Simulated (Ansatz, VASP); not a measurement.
## CoO in VASP and in Ansatz

Contents of INCAR:

```
ALGO = Normal
EDIFF = 1E-7
EDIFFG = -0.05
ENCUT = 600
GGA = PE
IBRION = 2
ISIF = 3
ISMEAR = 0
ISPIN = 2
LASPH = T
LCHARG = F
LDAU = T
LDAUJ = 0 0
LDAUL = 2 -1
LDAUPRINT = 1
LDAUTYPE = 2
LDAUU = 3.32 0
LMAXMIX = 4
LORBIT = 11
LREAL = F
LWAVE = F
MAGMOM = 2.64 0.26
NELM = 150
NSW = 100
PREC = Accurate
SIGMA = 0.1
```

KPOINTS

```
k-points
0
Gamma
  8 8 8
```

POSCAR

```
CoO
1.0
    0.0000000000      2.2103298239      2.2103298239
    2.2103298239      0.0000000000      2.2103298239
    2.2103298239      2.2103298239      0.0000000000
Co O
1 1
Direct
    0.0000000000      0.0000000000      0.0000000000
    0.2500000000      0.2500000000      0.2500000000
```

Input for Ansatz:

```yaml
crystal:
  lattice:
    - [0.0, 2.2103298239, 2.2103298239]
    - [2.2103298239, 0.0, 2.2103298239]
    - [2.2103298239, 2.2103298239, 0.0]
  atoms:
    - { symbol: Co, position: [0.0, 0.0, 0.0], spin: 2.64 }
    - { symbol: O, position: [0.25, 0.25, 0.25], spin: 0.26 }
basis:
  ecutwfc: 420
kpoints:
  mp_grid: { grid: [8, 8, 8] }
hamiltonian:
  xc: pbe
  hubbard: { sites: [{ species: Co, l: d, u_eff: 3.32 }] }
scf:
  occupations: { method: gaussian, width: 0.1 }
output:
  forces: true
  stress: true
  eigenvalues: true
  populations: true
magnetization:
  spin_polarized: true
relax:
  adjacent_minimum: "off"
  f_tol: 0.05
  max_steps: 80
  cell: { stress_tol: 0.5 }
```

Alike in both runs: task relaxation of cell and atoms; functional PBE; k mesh 8 × 8 × 8; occupations gaussian, width 0.1 eV; collinear spin; Hubbard terms Co d U = 3.32 eV.

```csv
,VASP,Ansatz
version,VASP 6.6.1,Ansatz 0.2.0
potentials or method,"VASP PAW PBE potentials, release 64 (Co, O), cutoff 600 eV","scalar-relativistic, plane waves, PAW"
valence electrons in the cell,15,23
```

```csv
,VASP,Ansatz,Ansatz less VASP
"gap on the k mesh at the Fermi level, each at its own relaxed structure (eV)",0.58,0.43,-0.149
net moment per atom (μB),1.50,1.50,0.000
size of the moment on the site where the two differ most (μB),2.71,2.48,-0.224
relaxed volume (Å³/atom),12.30,12.45,+0.147
relaxed cell length with the largest relative difference (Å),3.265,3.278,+0.0129
```

Site moments also hang on the region over which each program counts them. The programs project onto different local orbitals, so the same U acts differently, and such runs can settle in different states. VASP's potentials hold 15 valence electrons a cell and Ansatz's 23, so a difference there can come from the potentials and not from the codes.
